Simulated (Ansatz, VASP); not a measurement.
SbO4 in VASP and in Ansatz

INCAR

```
SYSTEM = SbO4
PREC = Accurate
ENCUT = 600
EDIFF = 1E-6
ISMEAR = 0
SIGMA = 0.1
LREAL = .FALSE.
LASPH = .TRUE.
NELM = 60
ALGO = Normal
ISIF = 3
LWAVE = .FALSE.
LCHARG = .FALSE.
GGA = PE
IBRION = 2
NSW = 90
EDIFFG = -0.04
```

The input KPOINTS:

```
Automatic mesh
0
G
  6 6 4
  0 0 0
```

The input POSCAR:

```
SbO4
1.0
    3.9674280000      0.0000000000      0.0000000000
   -1.9837140000      3.4358934400      0.0000000000
    0.0000000000      0.0000000000      5.0600774100
Sb O
1 4
Direct
    0.0000000000      0.0000000000      0.0000000000
    0.3333333300      0.6666666700      0.6643883500
    0.3333333300      0.6666666700      0.3356116500
    0.6666666700      0.3333333300      0.3356116500
    0.6666666700      0.3333333300      0.6643883500
```

Input for Ansatz:

```yaml
crystal:
  lattice:
    - [3.967428, 0.0, 0.0]
    - [-1.983714, 3.43589344, 0.0]
    - [0.0, 0.0, 5.06007741]
  atoms:
    - { symbol: Sb, position: [0.0, 0.0, 0.0] }
    - { symbol: O, position: [0.33333333, 0.66666667, 0.66438835] }
    - { symbol: O, position: [0.33333333, 0.66666667, 0.33561165] }
    - { symbol: O, position: [0.66666667, 0.33333333, 0.33561165] }
    - { symbol: O, position: [0.66666667, 0.33333333, 0.66438835] }
basis:
  ecutwfc: 420
kpoints:
  mp_grid: { grid: [6, 6, 4] }
hamiltonian:
  xc: pbe
scf:
  occupations: { method: gaussian, width: 0.1 }
  lower_state_search: "off"
output:
  forces: true
  stress: true
  eigenvalues: true
relax:
  adjacent_minimum: "off"
  f_tol: 0.04
  max_steps: 70
  cell: { stress_tol: 0.4 }
```

Alike in both runs: task relaxation of cell and atoms; functional PBE; k mesh 6 × 6 × 4; occupations gaussian, width 0.1 eV; no spin polarisation.

|  | VASP | Ansatz |
| --- | --- | --- |
| version | VASP 6.6.1 | Ansatz 0.2.0 |
| potentials or method | VASP PAW PBE potentials, release 64 (Sb, O), cutoff 600 eV | scalar-relativistic, plane waves, PAW |
| valence electrons in the cell | 29 | 39 |

VASP gave:

```
gap on the k mesh at the Fermi level, each at its own relaxed structure (eV)  : none
relaxed volume (Å³/atom)                                                      : 11.60
relaxed length of the cell vector where the two differ most in proportion (Å) : 4.286
```

Task: What did Ansatz give for the same quantities?

Result: gap on the k mesh at the Fermi level, each at its own relaxed structure (eV): none; relaxed volume (Å³/atom): 11.70; relaxed length of the cell vector where the two differ most in proportion (Å): 4.300.

A gap of «none» marks a metal or a gap that the smearing closes. VASP's potentials hold 29 valence electrons a cell and Ansatz's 39, so a difference there can come from the potentials and not from the codes.

Neither program's run includes spin-orbit coupling. Noted on VASP's run: the volume moved by over 15 % at a fixed basis, so the end points are rough.
